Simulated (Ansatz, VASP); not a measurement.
One calculation of Y3Ge, two programs

```
Y Ge
1.0
     4.71083    0.00000    0.00000
     0.00000    4.71083    0.00000
     0.00000    0.00000    4.71083
Y Ge
3 1
Direct
  0.00000 0.50000 0.50000
  0.50000 0.00000 0.50000
  0.50000 0.50000 0.00000
  0.00000 0.00000 0.00000
```

Alike in both runs: task relaxation of cell and atoms; functional PBE; k mesh 10 × 10 × 10; occupations gaussian, width 0.1 eV; no spin polarisation.

|  | VASP | Ansatz |
| --- | --- | --- |
| version | VASP 6.6.1 | Ansatz 0.2.0 |
| potentials or method | VASP PAW PBE potentials, release 64 (Y_sv, Ge_d), cutoff 600 eV | scalar-relativistic, plane waves, PAW |
| valence electrons in the cell | 47 | 47 |

Ansatz gave:

* gap on the k mesh at the Fermi level, each at its own relaxed structure (eV): none
* relaxed volume (Å³/atom): 25.87
* relaxed cell length with the largest relative difference (Å): 4.695

Which values does VASP return?

gap on the k mesh at the Fermi level, each at its own relaxed structure (eV): none; relaxed volume (Å³/atom): 25.82; relaxed cell length with the largest relative difference (Å): 4.692.

A gap of «none» marks a metal or a gap that the smearing closes.
